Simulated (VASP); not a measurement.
# Be5Ge (P6/mmm) in VASP: relaxation of cell and atoms with PBEsol

Aim: the relaxation of cell and atoms of Be5Ge with PBEsol.

Program: VASP 6.6.1. These are calculated values, not measurements. Logs are shortened: lines on timing, memory, paths and dates and some standing lists are left out, and cuts for length are marked.

### Step 1. The cell of the first run

The structure is hexagonal, space group P6/mmm (No. 191). Conventional cell: a = 4.406 Å, b = 4.406 Å, c = 3.590 Å, α = 90.00°, β = 90.00°, γ = 120.00°. Be (site symmetry -6m2) has 9 Be at 2.20 to 2.54 Å and 3 Ge at 2.54 Å within 2.9 Å. Be (site symmetry mmm) has 8 Be at 2.20 Å and 4 Ge at 2.84 Å within 2.9 Å. Within 3.4 Å of Ge (site symmetry 6/mmm) lie 18 Be at 2.54 to 2.84 Å.

### Step 2. Relaxation of cell and atoms, PBEsol

The input, INCAR:

```
ALGO     = Fast           # electronic algorithm
EDIFF    = 1E-7           # SCF threshold, eV
EDIFFG   = -0.001         # ionic threshold
ENCUT    = 600            # plane-wave cutoff, eV
GGA      = PS             # functional
IBRION   = 2              # ionic algorithm
ISIF     = 3              # what is computed and relaxed
ISMEAR   = -1             # smearing method
LASPH    = True           # aspherical terms in the spheres
LCHARG   = False          # write CHGCAR
LREAL    = False          # projectors in reciprocal space
LWAVE    = False          # write WAVECAR
NELM     = 60             # most SCF steps
NSW      = 80             # ionic steps
PREC     = Accurate       # precision mode
SIGMA    = 0.15           # smearing width, eV
```

The input, KPOINTS:

```
k-points
0
Gamma
  9 9 10
```

The input, POSCAR:

```
Be5Ge
1.0
    4.4062770470      0.0000000000      0.0000000000
   -2.2031385235      3.8159478588      0.0000000000
    0.0000000000      0.0000000000      3.5899283940
Be Ge
5 1
Direct
    0.3333333333      0.6666666667      0.0000000000
    0.6666666667      0.3333333333      0.0000000000
    0.5000000000      0.0000000000      0.5000000000
    0.5000000000      0.5000000000      0.5000000000
    0.0000000000      0.5000000000      0.5000000000
    0.0000000000      0.0000000000      0.0000000000
```

Potentials or basis: VASP PAW PBE potentials, release 64 (Be, Ge_d).

Run with:

```
> cat potpaw_PBE.64/Be/POTCAR potpaw_PBE.64/Ge_d/POTCAR > POTCAR
> mpirun -np 1 vasp_std > vasp.out
```

OUTCAR:

```text
EDIFF = 1E-7
   EDIFFG = -0.001
   ENCUT = 600
   GGA = PS
   IBRION = 2
   ISIF = 3
   ISMEAR = -1
   LASPH = True
   LREAL = False
   NELM = 60
   NSW = 80
   PREC = Accurate

 ion  position               nearest neighbor table
   1  0.333  0.667  0.000-   3 2.20   3 2.20   5 2.20   5 2.20   4 2.20   4 2.20   6 2.54   6 2.54
                             6 2.54
   2  0.667  0.333  0.000-   3 2.20   3 2.20   5 2.20   5 2.20   4 2.20   4 2.20   6 2.54   6 2.54
                             6 2.54
   3  0.500  0.000  0.500-   1 2.20   2 2.20   1 2.20   2 2.20   4 2.20   5 2.20   4 2.20   5 2.20

   4  0.500  0.500  0.500-   1 2.20   2 2.20   1 2.20   2 2.20   3 2.20   3 2.20   5 2.20   5 2.20

   5  0.000  0.500  0.500-   1 2.20   2 2.20   1 2.20   2 2.20   3 2.20   3 2.20   4 2.20   4 2.20

   6  0.000  0.000  0.000-   1 2.54   2 2.54   1 2.54   2 2.54   2 2.54   1 2.54

  LATTYP: Found a hexagonal cell.
 ALAT       =     4.4062770470
 C/A-ratio  =     0.8147305210

  Lattice vectors:

 A1 = (   4.4062770470,   0.0000000000,   0.0000000000)
 A2 = (  -2.2031385235,   3.8159478588,   0.0000000000)
 A3 = (   0.0000000000,   0.0000000000,   3.5899283940)

Analysis of symmetry for initial positions (statically):
=====================================================================
 Subroutine PRICEL returns:
 Original cell was already a primitive cell.

 Routine SETGRP: Setting up the symmetry group for a
 hexagonal supercell.

 Subroutine GETGRP returns: Found 24 space group operations
 (whereof 24 operations were pure point group operations)
 out of a pool of 24 trial point group operations.

The static configuration has the point symmetry D_6h.

Analysis of symmetry for dynamics (positions and initial velocities):
=====================================================================
 Subroutine PRICEL returns:
 Original cell was already a primitive cell.

 Routine SETGRP: Setting up the symmetry group for a
 hexagonal supercell.

 Subroutine GETGRP returns: Found 24 space group operations
 (whereof 24 operations were pure point group operations)
 out of a pool of 24 trial point group operations.

The dynamic configuration has the point symmetry D_6h.

 Subroutine INISYM returns: Found 24 space group operations
 (whereof 24 operations are pure point group operations),
 and found     1 'primitive' translations

----------------------------------------------------------------------------------------

                                     Primitive cell

  volume of cell :      60.3615

  direct lattice vectors                    reciprocal lattice vectors
     4.406277047  0.000000000  0.000000000     0.226948962  0.131029044  0.000000000
    -2.203138523  3.815947859  0.000000000     0.000000000  0.262058088  0.000000000
     0.000000000  0.000000000  3.589928394     0.000000000  0.000000000  0.278557088

  length of vectors
     4.406277047  4.406277047  3.589928394     0.262058088  0.262058088  0.278557088

  position of ions in fractional coordinates (direct lattice)
     0.333333333  0.666666667  0.000000000
     0.666666667  0.333333333  0.000000000
     0.500000000  0.000000000  0.500000000
     0.500000000  0.500000000  0.500000000
     0.000000000  0.500000000  0.500000000
     0.000000000  0.000000000  0.000000000

  ion indices of the primitive-cell ions
   primitive index   ion index
                 1           1
                 2           2
                 3           3
                 4           4
                 5           5
                 6           6

----------------------------------------------------------------------------------------

 KPOINTS: k-points

Automatic generation of k-mesh.
 Grid dimensions read from file:
 generate k-points for:    9    9   10

 Generating k-lattice:

  Cartesian coordinates                     Fractional coordinates (reciprocal lattice)
     0.025216551  0.014558783  0.000000000     0.111111111  0.000000000  0.000000000
     0.000000000  0.029117565  0.000000000     0.000000000  0.111111111  0.000000000
     0.000000000  0.000000000  0.027855709     0.000000000  0.000000000  0.100000000

  Length of vectors
     0.029117565  0.029117565  0.027855709

  Shift w.r.t. Gamma in fractional coordinates (k-lattice)
     0.000000000  0.000000000  0.000000000

 Subroutine IBZKPT returns following result:
 ===========================================

 Found     72 irreducible k-points:

 Following reciprocal coordinates:
            Coordinates               Weight
  0.000000  0.000000  0.000000      1.000000
  0.111111  0.000000  0.000000      6.000000
  0.222222  0.000000  0.000000      6.000000
  0.333333 -0.000000  0.000000      6.000000
  0.444444  0.000000  0.000000      6.000000
  0.111111  0.111111  0.000000      6.000000
[... 16 lines left out ...]
  0.333333  0.222222  0.100000     24.000000
  0.333333  0.333333  0.100000      4.000000
 [... further k-points ...]
   k-points           NKPTS =     72   k-points in BZ     NKDIM =     72   number of bands    NBANDS=     16
   number of dos      NEDOS =    301   number of ions     NIONS =      6
   total plane-waves  NPLWV =  38880
   dimension x,y,z NGX =    36 NGY =   36 NGZ =   30
   dimension x,y,z NGXF=    72 NGYF=   72 NGZF=   60
   ions per type =               5   1
   NGX,Y,Z   is equivalent  to a cutoff of  13.58, 13.58, 13.89 a.u.
   NGXF,Y,Z  is equivalent  to a cutoff of  27.17, 27.17, 27.79 a.u.
 SYSTEM =  unknown system
   PREC   = accura    normal or accurate (medium, high low for compatibility)
   ISTART =      0    job   : 0-new  1-cont  2-samecut
   ICHARG =      2    charge: 1-file 2-atom 10-const
   ISPIN  =      1    spin polarized calculation?
   LNONCOLLINEAR =      F non collinear calculations
   LSORBIT =      F    spin-orbit coupling
   LASPH  =      T    aspherical Exc in radial PAW
   ENCUT  =  600.0 eV  44.10 Ry    6.64 a.u.   8.80  8.80  7.17*2*pi/ulx,y,z
   NELM   =     60;   NELMIN=  2; NELMDL= -5     # of ELM steps
   EDIFF  = 0.1E-06   stopping-criterion for ELM
   LREAL  =      F    real-space projection
   EDIFFG = -.1E-02   stopping-criterion for IOM
   NSW    =     80    number of steps for IOM
   IBRION =      2    ionic relax: 0-MD 1-quasi-New 2-CG
   NFREE  =      1    steps in history (QN), initial steepest desc. (CG)
   ISIF   =      3    stress and relaxation
   ISYM   =      2    0-nonsym 1-usesym 2-fastsym
   POTIM  = 0.5000    time-step for ionic-motion
   TEBEG  =    0.0;   TEEND  =   0.0 temperature during run
   PSTRESS=    0.0 pullay stress
   NELECT =      24.0000    total number of electrons
   NUPDOWN=      -1.0000    fix difference up-down
   EMIN   =  10.00;   EMAX   =-10.00  energy-range for DOS
   EFERMI =   0.00;   METHOD = LEGACY
   ISMEAR =    -1;   SIGMA  =   0.15  broadening in eV -4-tet -1-fermi 0-gaus
   EFERMI_NEDOS =   21; number of points for ismear=-14 and -15
   IALGO  =     68    algorithm
   IMIX   =      4    mixing-type and parameters
     AMIX     =   0.40;   BMIX     =  1.00
     AMIX_MAG =   1.60;   BMIX_MAG =  1.00
  volume/ion in A,a.u.               =      10.06        67.89
  Fermi-wavevector in a.u.,A,eV,Ry     =   1.203812  2.274874 19.717055  1.449163
  Thomas-Fermi vector in A             =   2.339555
   LORBIT       =      0    0 simple, 1 ext, 2 COOP (PROOUT), +10 PAW based schemes
   GGA     = PS    functional components
   LHFCALC =     F    Hartree Fock is set to
   AEXX    =    0.0000 exact exchange contribution
   IVDW    =     0    specifies the selected vdW correction
   LEPSILON=     F    determine dielectric tensor
   LRPA    =     F    only Hartree local field effects (RPA)
 conjugate gradient relaxation of ions
 non-spin polarized calculation
 RMM-DIIS sequential band-by-band and
  energy-cutoff  :      600.00
  volume of cell :       60.36
 maximum number of plane-waves:      2042
 NGX is ok and might be reduce to    36
   NGX = 17   NGY = 17   NGZ = 15

--------------------------------------- Ionic step        1  -------------------------------------------

 number of electron      23.9999991 magnetization

 Free energy of the ion-electron system (eV)
  ---------------------------------------------------
  ext. energy  EPLUGINS =         0.00000000
  ---------------------------------------------------
  free energy    TOTEN  =       -23.15204865 eV

  energy without entropy =      -23.00672093  energy(sigma->0) =      -23.07938479

------------------------ aborting loop because EDIFF is reached ----------------------------------------

  FORCE on cell =-STRESS in cart. coord.  units (eV):
  Direction    XX          YY          ZZ          XY          YZ          ZX
  --------------------------------------------------------------------------------------
  -------------------------------------------------------------------------------------
  Total        0.1153718      0.1153718      0.2357178      0.0000000      0.0000000      0.0000000
  in kB        3.0623169      3.0623169      6.2566669      0.0000000      0.0000000      0.0000000
  external PRESSURE =       4.1271002 kB  Pullay stress =       0.0000000 kB
[... 101 lines left out ...]
  FREE ENERGIE OF THE ION-ELECTRON SYSTEM (eV)
  ---------------------------------------------------
  free  energy   TOTEN  =       -23.1523919630 eV

  energy  without entropy=      -23.0061204694  energy(sigma->0) =      -23.07925622

[... ionic steps 4 to 7 ...]

--------------------------------------- Ionic step        8  -------------------------------------------

 number of electron      23.9999991 magnetization

------------------------ aborting loop because EDIFF is reached ----------------------------------------

  FORCE on cell =-STRESS in cart. coord.  units (eV):
  Direction    XX          YY          ZZ          XY          YZ          ZX
  --------------------------------------------------------------------------------------
  -------------------------------------------------------------------------------------
  Total       -0.0051978     -0.0051978     -0.0127924      0.0000000     -0.0000000     -0.0000000
  in kB       -0.1373318     -0.1373318     -0.3379885      0.0000000     -0.0000000     -0.0000000
  external PRESSURE =      -0.2042174 kB  Pullay stress =       0.0000000 kB
[... 65 lines left out ...]
  energy  without entropy=      -23.0063467116  energy(sigma->0) =      -23.07940853

--------------------------------------- Ionic step       10  -------------------------------------------

 number of electron      23.9999991 magnetization

 Free energy of the ion-electron system (eV)
  ---------------------------------------------------
  ext. energy  EPLUGINS =         0.00000000
  ---------------------------------------------------
  free energy    TOTEN  =       -23.15247026 eV

  energy without entropy =      -23.00636312  energy(sigma->0) =      -23.07941669

 E-fermi :   6.5632     XC(G=0): -10.7394

 val. band max:        6.5423702810   @ k =   0.2222   0.1111   0.4000
 cond. band min:       6.5899450257   @ k =   0.2222   0.0000   0.3000
 fundamental gap:      0.0475747447
 Fermi energy:         6.5631803324

 k-point     1 :       0.0000    0.0000    0.0000
  band No.  band energies     occupation
      1     -18.1114      2.00000
      2     -18.1104      2.00000
      3     -18.1104      2.00000
      4     -18.0943      2.00000
      5     -18.0943      2.00000
      6      -5.4541      2.00000
[... 8 lines left out ...]
     15      11.3905      0.00000
     16      11.6207      0.00000
[... 420 lines left out ...]
  band No.  band energies     occupation
      1     -18.1086      2.00000
      2     -18.1078      2.00000
      3     -18.1078      2.00000
      4     -18.0958      2.00000
      5     -18.0958      2.00000
      6      -3.6460      2.00000
[... 8 lines left out ...]
     15      10.3063      0.00000
     16      11.1026      0.00000

 [... further k-points ...]

------------------------ aborting loop because EDIFF is reached ----------------------------------------

  FORCE on cell =-STRESS in cart. coord.  units (eV):
  Direction    XX          YY          ZZ          XY          YZ          ZX
  --------------------------------------------------------------------------------------
  -------------------------------------------------------------------------------------
  Total       -0.0027750     -0.0027750     -0.0011481      0.0000000      0.0000000     -0.0000000
  in kB       -0.0733143     -0.0733143     -0.0303315      0.0000000      0.0000000     -0.0000000
  external PRESSURE =      -0.0589867 kB  Pullay stress =       0.0000000 kB
[... 21 lines left out ...]
  FREE ENERGIE OF THE ION-ELECTRON SYSTEM (eV)
  ---------------------------------------------------
  free  energy   TOTEN  =       -23.1524702618 eV

  energy  without entropy=      -23.0063631187  energy(sigma->0) =      -23.07941669

 reached required accuracy - stopping structural energy minimisation
```

Wall time 4.8 min (1 thread of Intel Xeon 6975P-C (Granite Rapids), shared host); peak memory 0.25 GiB.

What came out:

| Quantity | Value |
| --- | --- |
| Free energy | -23.1525 eV |
| Relaxed volume | 10.11 Å³/atom |
| Relaxed cell | a = 4.411 Å, b = 4.411 Å, c = 3.599 Å, α = 90.00°, β = 90.00°, γ = 120.00° |
| Space group after relaxing (to 0.05 Å) | P6/mmm (No. 191) |
| Energy gained by relaxing | 0.1 meV/atom |
| Ionic steps | 10 |
| Pressure after relaxing | 0.0 GPa |
| Band gap on the k mesh | zero (band 12 reaches 7.70 eV, above the bottom of band 13 at 4.57 eV) |

The path:
```tsv
step	energy change (eV)	largest force (eV/Å)	pressure (GPa)	volume (Å³)
1	0.0000	0.0000	0.41	60.36
2	-0.0004	0.0000	0.11	60.59
3	-0.0003	0.0000	-0.16	60.76
4	-0.0004	0.0000	-0.06	60.67
5	-0.0004	0.0000	0.00	60.65
6	-0.0004	0.0000	-0.03	60.65
7	-0.0004	0.0000	-0.03	60.65
8	-0.0004	0.0000	-0.02	60.64
9	-0.0004	0.0000	-0.02	60.64
10	-0.0004	0.0000	-0.01	60.64
```

Final structure:
```yaml
crystal:
  lattice:
    - [4.41073, 0.00000, 0.00000]
    - [-2.20536, 3.81980, 0.00000]
    - [0.00000, 0.00000, 3.59942]
  atoms:
    - { symbol: Be, position: [0.33333, 0.66667, 0.00000] }
    - { symbol: Be, position: [0.66667, 0.33333, 0.00000] }
    - { symbol: Be, position: [0.50000, 0.00000, 0.50000] }
    - { symbol: Be, position: [0.50000, 0.50000, 0.50000] }
    - { symbol: Be, position: [0.00000, 0.50000, 0.50000] }
    - { symbol: Ge, position: [0.00000, 0.00000, 0.00000] }
```

Levels at points of the mesh, in eV from the Fermi level:
```
           k point  band 8  band 9  band 10  band 11  band 12  band 13  band 14  band 15  band 16
(0.00, 0.00, 0.00)   -3.69   -3.69    -3.54    -3.13    -1.99    -1.99     1.87     4.83     5.06
(0.00, 0.00, 0.50)   -3.77   -1.59    -1.59    -1.41    -1.41    -0.99    -0.14    -0.14     0.86
```

Caveat: the PAW data sets were made with another functional, which shifts forces and pressure a little.
